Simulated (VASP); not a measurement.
# VH2 (Fm-3m) in VASP: notebook

VH2 is run at these levels: PBEsol; tasks: vibrations by perturbation theory.

All numbers are computed with VASP 6.6.1; they aren't measurements. Logs are shortened: lines on timing, memory, paths and dates and some standing lists are left out, and cuts for length are marked.

### Step 1. The cell of the first run

Symmetry: Fm-3m, No. 225, cubic system. Conventional cell: a = 4.169 Å, b = 4.169 Å, c = 4.169 Å, α = 90.00°, β = 90.00°, γ = 90.00°. Within 2.4 Å of V (site symmetry m-3m) lie 8 H at 1.81 Å. H (site symmetry -43m) has 4 V at 1.81 Å and 6 H at 2.08 Å within 2.4 Å.

### Step 2. Vibrations by perturbation theory, PBEsol

The input, INCAR:

```
SYSTEM = VH2
PREC = Accurate ; ENCUT = 520
EDIFF = 1E-8 ; ISMEAR = -1
SIGMA = 0.15 ; LREAL = .FALSE.
LASPH = .TRUE. ; NELM = 100
ALGO = Normal ; ISIF = 2
LWAVE = .FALSE. ; LCHARG = .FALSE.
GGA = PS ; IBRION = 8
NSW = 1
```

The input, KPOINTS:

```
Automatic mesh
0
G
  18 18 18
  0 0 0
```

The input, POSCAR:

```
VH2
1.0
    0.0000000000      2.0843730449      2.0843730449
    2.0843730449      0.0000000000      2.0843730449
    2.0843730449      2.0843730449      0.0000000000
V H
1 2
Direct
    0.0000000000      0.0000000000      0.0000000000
    0.2500000000      0.2500000000      0.2500000000
    0.7500000000      0.7500000000      0.7500000000
```

Potentials or basis: VASP PAW PBE potentials, release 64 (V_sv, H).

Started as:

```bash
cat potpaw_PBE.64/V_sv/POTCAR potpaw_PBE.64/H/POTCAR > POTCAR
mpirun -np 1 vasp_std > vasp.out
```

OUTCAR:

```text
SYSTEM = VH2
   PREC = Accurate
   ENCUT = 520
   EDIFF = 1E-8
   ISMEAR = -1
   LREAL = .FALSE.
   LASPH = .TRUE.
   NELM = 100
   ISIF = 2
   GGA = PS
   IBRION = 8
   NSW = 1

 ion  position               nearest neighbor table
   1  0.000  0.000  0.000-   2 1.81   3 1.81   3 1.81   3 1.81   3 1.81   2 1.81   2 1.81   2 1.81

   2  0.250  0.250  0.250-   1 1.81   1 1.81   1 1.81   1 1.81
   3  0.750  0.750  0.750-   1 1.81   1 1.81   1 1.81   1 1.81

  LATTYP: Found a face centered cubic cell.
 ALAT       =     4.1687460898

  Lattice vectors:

 A1 = (   0.0000000000,   2.0843730449,   2.0843730449)
 A2 = (   2.0843730449,   0.0000000000,   2.0843730449)
 A3 = (   2.0843730449,   2.0843730449,   0.0000000000)

Analysis of symmetry for initial positions (statically):
=====================================================================
 Subroutine PRICEL returns:
 Original cell was already a primitive cell.

 Routine SETGRP: Setting up the symmetry group for a
 face centered cubic supercell.

 Subroutine GETGRP returns: Found 48 space group operations
 (whereof 48 operations were pure point group operations)
 out of a pool of 48 trial point group operations.

The static configuration has the point symmetry O_h .

Analysis of symmetry for dynamics (positions and initial velocities):
=====================================================================
 Subroutine PRICEL returns:
 Original cell was already a primitive cell.

 Routine SETGRP: Setting up the symmetry group for a
 face centered cubic supercell.

 Subroutine GETGRP returns: Found 48 space group operations
 (whereof 48 operations were pure point group operations)
 out of a pool of 48 trial point group operations.

The dynamic configuration has the point symmetry O_h .

 Subroutine INISYM returns: Found 48 space group operations
 (whereof 48 operations are pure point group operations),
 and found     1 'primitive' translations

----------------------------------------------------------------------------------------

                                     Primitive cell

  volume of cell :      18.1116

  direct lattice vectors                    reciprocal lattice vectors
     0.000000000  2.084373045  2.084373045    -0.239880285  0.239880285  0.239880285
     2.084373045  0.000000000  2.084373045     0.239880285 -0.239880285  0.239880285
     2.084373045  2.084373045  0.000000000     0.239880285  0.239880285 -0.239880285

  length of vectors
     2.947748629  2.947748629  2.947748629     0.415484841  0.415484841  0.415484841

  position of ions in fractional coordinates (direct lattice)
     0.000000000  0.000000000  0.000000000
     0.250000000  0.250000000  0.250000000
     0.750000000  0.750000000  0.750000000

  ion indices of the primitive-cell ions
   primitive index   ion index
                 1           1
                 2           2
                 3           3

----------------------------------------------------------------------------------------

 KPOINTS: Automatic mesh

Automatic generation of k-mesh.
 Grid dimensions read from file:
 generate k-points for:   18   18   18

[... 103 lines left out ...]
 number of electron      14.9999996 magnetization

 Free energy of the ion-electron system (eV)
  ---------------------------------------------------
  ext. energy  EPLUGINS =         0.00000000
  ---------------------------------------------------
  free energy    TOTEN  =       -17.13454349 eV

  energy without entropy =      -17.02650635  energy(sigma->0) =      -17.08052492

 E-fermi :   8.7167     XC(G=0): -12.6533

 val. band max:        8.7084275773   @ k =   0.2778   0.2222   0.0000
 cond. band min:       8.7305865457   @ k =  -0.2778   0.2222   0.0000
 fundamental gap:      0.0221589683
 Fermi energy:         8.7167406104

 k-point     1 :       0.0000    0.0000    0.0000
  band No.  band energies     occupation
      1     -55.5207      2.00000
      2     -29.2915      2.00000
      3     -29.2915      2.00000
      4     -29.2915      2.00000
      5      -3.0028      2.00000
      6       7.7096      1.99758
      7       7.7096      1.99758
      8       7.7096      1.99758
      9       9.5679      0.00684
     10       9.5679      0.00684
     11      10.0825      0.00022
[... 309 lines left out ...]
 k-point    24 :      -0.2222    0.0556    0.0000
  band No.  band energies     occupation
      1     -55.4881      2.00000
      2     -29.4995      2.00000
      3     -29.3308      2.00000
      4     -29.3134      2.00000
      5      -1.4546      2.00000
      6       4.5503      2.00000
      7       8.0151      1.98157
      8       8.1136      1.96476
      9       9.3322      0.03251
     10       9.7308      0.00231
     11      13.7463      0.00000

 [... further k-points ...]

------------------------ aborting loop because EDIFF is reached ----------------------------------------

  FORCE on cell =-STRESS in cart. coord.  units (eV):
  Direction    XX          YY          ZZ          XY          YZ          ZX
  --------------------------------------------------------------------------------------
  -------------------------------------------------------------------------------------
  Total        0.0114698      0.0114698      0.0114698      0.0000000      0.0000000      0.0000000
  in kB        1.0146379      1.0146379      1.0146379      0.0000000      0.0000000      0.0000000
  external PRESSURE =       1.0146379 kB  Pullay stress =       0.0000000 kB

 VOLUME and BASIS-vectors are now :
 -----------------------------------------------------------------------------
  energy-cutoff  :      520.00
  volume of cell :       18.11
      direct lattice vectors                 reciprocal lattice vectors
     0.000000000  2.084373045  2.084373045    -0.239880285  0.239880285  0.239880285
     2.084373045  0.000000000  2.084373045     0.239880285 -0.239880285  0.239880285
     2.084373045  2.084373045  0.000000000     0.239880285  0.239880285 -0.239880285

 POSITION                                       TOTAL-FORCE (eV/Angst)
 -----------------------------------------------------------------------------------
      0.00000      0.00000      0.00000         0.000000      0.000000      0.000000
      1.04219      1.04219      1.04219        -0.000000     -0.000000      0.000000
      3.12656      3.12656      3.12656        -0.000000      0.000000     -0.000000
 -----------------------------------------------------------------------------------
    total drift:                               -0.000000      0.000000      0.000000

  FREE ENERGIE OF THE ION-ELECTRON SYSTEM (eV)
  ---------------------------------------------------
  free  energy   TOTEN  =       -17.1345434853 eV

  energy  without entropy=      -17.0265063504  energy(sigma->0) =      -17.08052492

[... ionic steps 2 to 3 ...]

--------------------------------------- Ionic step        4  -------------------------------------------

------------------------ aborting loop because EDIFF is reached ----------------------------------------

[... ionic steps 5 to 6 ...]

--------------------------------------- Ionic step        7  -------------------------------------------

 Free energy of the ion-electron system (eV)
  ---------------------------------------------------
  ---------------------------------------------------
  free energy    TOTEN  =        -0.01711505 eV

  energy without entropy =       -0.01711505

------------------------ aborting loop because EDIFF is reached ----------------------------------------

 INTERNAL STRAIN TENSOR  FOR ION    2  DIRECTION 1   (eV/Angst):
 -----------------------------------------------------------------------------
    -0.00081  0.00000  0.00000
     0.00000  0.00030 -4.82241
     0.00000 -4.82241  0.00030

 INTERNAL STRAIN TENSOR FOR ION    3 for displacements in x,y,z  (eV/Angst):
          X           Y           Z          XY          YZ          ZX
  --------------------------------------------------------------------------------
  x     0.00000    -0.00000    -0.00000     0.00000     4.82241     0.00000
  y     0.00000     0.00000     0.00000     0.00000     0.00000     4.82241
  z     0.00000     0.00000     0.00000     4.82241     0.00000     0.00000

 SECOND DERIVATIVES (NOT SYMMETRIZED)
 ------------------------------------
               1X          1Y          1Z          2X          2Y          2Z          3X          3Y          3Z
  1X   -10.291093    0.000000    0.000000    5.145546    0.000000    0.000000    5.145546    0.000000    0.000000
  1Y     0.000000  -10.291093    0.000000    0.000000    5.145546    0.000000    0.000000    5.145546    0.000000
  1Z     0.000000    0.000000  -10.291093    0.000000    0.000000    5.145546    0.000000    0.000000    5.145546
  2X     5.163725    0.000000    0.000000   -6.125039    0.000000    0.000000    0.961314    0.000000    0.000000
  2Y     0.000000    5.163725    0.000000    0.000000   -6.125039    0.000000    0.000000    0.961314    0.000000
  2Z     0.000000    0.000000    5.163725    0.000000    0.000000   -6.125039    0.000000    0.000000    0.961314
  3X     5.163725    0.000000    0.000000    0.961314    0.000000    0.000000   -6.125039    0.000000    0.000000
  3Y     0.000000    5.163725    0.000000    0.000000    0.961314    0.000000    0.000000   -6.125039    0.000000
  3Z     0.000000    0.000000    5.163725    0.000000    0.000000    0.961314    0.000000    0.000000   -6.125039

 Eigenvectors and eigenvalues of the dynamical matrix
 ----------------------------------------------------

   1 f  =   41.616171 THz   261.482117 2PiTHz 1388.166055 cm-1   172.110578 meV
             X         Y         Z           dx          dy          dz
      0.000000  0.000000  0.000000     0.000000    0.000000   -0.000000
      1.042187  1.042187  1.042187     0.000000    0.000000   -0.707107
      3.126560  3.126560  3.126560     0.000000   -0.000000    0.707107
[... 43 lines left out ...]
   9 f/i=    0.012155 THz     0.076370 2PiTHz    0.405439 cm-1     0.050268 meV
             X         Y         Z           dx          dy          dz
      0.000000  0.000000  0.000000     0.930247    0.311434   -0.000000
      1.042187  1.042187  1.042187     0.130107    0.043558   -0.000000
      3.126560  3.126560  3.126560     0.130107    0.043558    0.000000

--------------------------------------------------------------------------------------------------------

 ELASTIC MODULI CONTR FROM IONIC RELAXATION (kBar)
 Direction    XX          YY          ZZ          XY          YZ          ZX
 --------------------------------------------------------------------------------
 XX          -0.0000     -0.0000     -0.0000     -0.0000      0.0000     -0.0000
 YY          -0.0000     -0.0000     -0.0000     -0.0000      0.0000     -0.0000
 ZZ          -0.0000     -0.0000     -0.0000     -0.0000      0.0000     -0.0000
 XY          -0.0000     -0.0000     -0.0000   -580.6175      0.0000      0.0000
 YZ           0.0000      0.0000      0.0000      0.0000   -580.6175      0.0000
 ZX          -0.0000      0.0000     -0.0000     -0.0000     -0.0000   -580.6175
 --------------------------------------------------------------------------------
```

Run time: 4.6 min. Hardware: 1 thread of Intel Xeon Platinum 8488C (Sapphire Rapids), shared host; peak memory 0.5 GiB.

Results:

| Item | Value |
| --- | --- |
| Highest phonon frequency at Γ | 1388 cm⁻¹ |

Phonon frequencies in cm⁻¹ (negative: imaginary):
```csv
q point,frequencies
"(0.000, 0.000, 0.000)",0 0 0 1208 1208 1208 1388 1388 1388
```

Caveat: the PAW data sets were made with another functional, which shifts forces and pressure a little.

### Step 3. Vibrations by perturbation theory, PBEsol (6.16 Å³/atom)

This run uses another cell than the first one, of 6.16 Å³/atom.

The input, INCAR:

```
SYSTEM = VH2
  ALGO = Normal
  EDIFF = 1E-8
  ENCUT = 520
  GGA = PS
  IBRION = 8
  ISIF = 2
  ISMEAR = -1
  LASPH = .True.
  LCHARG = .True.
  LREAL = .False.
  LWAVE = .False.
  NELM = 60
  NSW = 1
  PREC = Accurate
  SIGMA = 0.15
```

The input, KPOINTS:

```
k-points
0
Gamma
  18 18 18
  0 0 0
```

The input, POSCAR:

```
VH2
1.0
    0.0000000000      2.0981772422      2.0981772422
    2.0981772422      0.0000000000      2.0981772422
    2.0981772422      2.0981772422      0.0000000000
V H
1 2
Direct
    0.0000000000      0.0000000000      0.0000000000
    0.2500000000      0.2500000000      0.2500000000
    0.7500000000      0.7500000000      0.7500000000
```

Potentials or basis: VASP PAW PBE potentials, release 64 (V_sv, H).

Started as:

```bash
cat potpaw_PBE.64/V_sv/POTCAR potpaw_PBE.64/H/POTCAR > POTCAR
mpirun -np 1 vasp_std > vasp.out
```

OUTCAR:

```text
SYSTEM = VH2
   EDIFF = 1E-8
   ENCUT = 520
   GGA = PS
   IBRION = 8
   ISIF = 2
   ISMEAR = -1
   LASPH = .True.
   LREAL = .False.
   NELM = 60
   NSW = 1
   PREC = Accurate

 ion  position               nearest neighbor table
   1  0.000  0.000  0.000-   3 1.82   3 1.82   3 1.82   2 1.82   2 1.82   2 1.82   3 1.82   2 1.82

   2  0.250  0.250  0.250-   1 1.82   1 1.82   1 1.82   1 1.82
   3  0.750  0.750  0.750-   1 1.82   1 1.82   1 1.82   1 1.82

  LATTYP: Found a face centered cubic cell.
 ALAT       =     4.1963544844

  Lattice vectors:

 A1 = (   0.0000000000,   2.0981772422,   2.0981772422)
 A2 = (   2.0981772422,   0.0000000000,   2.0981772422)
[... 584 lines left out ...]
          X           Y           Z          XY          YZ          ZX
  --------------------------------------------------------------------------------
  x     0.00000     0.00000     0.00000     0.00000     4.48468     0.00000
  y    -0.00000     0.00000    -0.00000     0.00000     0.00000     4.48468
  z    -0.00000    -0.00000     0.00000     4.48468     0.00000     0.00000

 SECOND DERIVATIVES (NOT SYMMETRIZED)
 ------------------------------------
               1X          1Y          1Z          2X          2Y          2Z          3X          3Y          3Z
  1X    -9.750243    0.000000    0.000000    4.875121    0.000000    0.000000    4.875121    0.000000    0.000000
  1Y     0.000000   -9.750243    0.000000    0.000000    4.875121    0.000000    0.000000    4.875121    0.000000
  1Z     0.000000    0.000000   -9.750243    0.000000    0.000000    4.875121    0.000000    0.000000    4.875121
  2X     4.891023    0.000000    0.000000   -5.843424    0.000000    0.000000    0.952401    0.000000    0.000000
  2Y     0.000000    4.891023    0.000000    0.000000   -5.843424    0.000000    0.000000    0.952401    0.000000
  2Z     0.000000    0.000000    4.891023    0.000000    0.000000   -5.843424    0.000000    0.000000    0.952401
  3X     4.891023    0.000000    0.000000    0.952401    0.000000    0.000000   -5.843424    0.000000    0.000000
  3Y     0.000000    4.891023    0.000000    0.000000    0.952401    0.000000    0.000000   -5.843424    0.000000
  3Z     0.000000    0.000000    4.891023    0.000000    0.000000    0.952401    0.000000    0.000000   -5.843424

 Eigenvectors and eigenvalues of the dynamical matrix
 ----------------------------------------------------

   1 f  =   40.754147 THz   256.065858 2PiTHz 1359.412021 cm-1   168.545534 meV
             X         Y         Z           dx          dy          dz
      0.000000  0.000000  0.000000    -0.000000   -0.000000   -0.000000
      1.049089  1.049089  1.049089     0.036772    0.706150    0.000000
      3.147266  3.147266  3.147266    -0.036772   -0.706150    0.000000
[... 43 lines left out ...]
   9 f/i=    0.010925 THz     0.068643 2PiTHz    0.364413 cm-1     0.045181 meV
             X         Y         Z           dx          dy          dz
      0.000000  0.000000  0.000000     0.621922    0.277711   -0.705996
      1.049089  1.049089  1.049089     0.086995    0.038847   -0.098756
      3.147266  3.147266  3.147266     0.086995    0.038847   -0.098756

--------------------------------------------------------------------------------------------------------

 ELASTIC MODULI CONTR FROM IONIC RELAXATION (kBar)
 Direction    XX          YY          ZZ          XY          YZ          ZX
 --------------------------------------------------------------------------------
 XX          -0.0000     -0.0000     -0.0000      0.0000     -0.0000      0.0000
 YY          -0.0000     -0.0000     -0.0000      0.0000     -0.0000     -0.0000
 ZZ          -0.0000     -0.0000     -0.0000     -0.0000     -0.0000      0.0000
 XY           0.0000      0.0000     -0.0000   -513.3386     -0.0000     -0.0000
 YZ          -0.0000     -0.0000     -0.0000     -0.0000   -513.3386     -0.0000
 ZX           0.0000     -0.0000      0.0000     -0.0000     -0.0000   -513.3386
 --------------------------------------------------------------------------------
```

stdout:

```text
POSCAR found type information on POSCAR V H
 POSCAR found :  2 types and       3 ions
 scaLAPACK will be used
 -----------------------------------------------------------------------------
|                                                                             |
|                                                                             |
|     You enforced a specific xc type in the INCAR file but a different       |
|     I HOPE YOU KNOW WHAT YOU ARE DOING!                                     |
|                                                                             |
 -----------------------------------------------------------------------------

 LDA part: xc-table for (Slater+PW92), standard interpolation
 POSCAR, INCAR and KPOINTS ok, starting setup
 FFT: planning ... GRIDC
 FFT: planning ... GRID_SOFT
 FFT: planning ... GRID
 WAVECAR not read
 entering main loop
 Linear response reoptimize wavefunctions to high precision
 Linear response DOF=           2
 Linear response progress:
 first order change of Fermi-energy   0.14324E-02
 force on displaced ion       1 direction 1 :  -9.750   0.000   0.000
 Linear response progress:
 first order change of Fermi-energy  -0.61456E-04
 force on displaced ion       2 direction 1 :  -5.843  -0.000  -0.000
 Linear response finished
```

Wall time 5.1 min (1 thread of Intel Xeon Platinum 8488C (Sapphire Rapids), shared host); peak memory 0.5 GiB.

Results:

```
Highest phonon frequency at Γ : 1359 cm⁻¹
```

Phonon frequencies in cm⁻¹ (negative: imaginary):
| q point | frequencies |
| --- | --- |
| (0.000, 0.000, 0.000) | 0 0 0 1176 1176 1176 1359 1359 1359 |

Caveat: the cell stands under pressure or tension, which shifts response properties; the PAW data sets were made with another functional, which shifts forces and pressure a little.
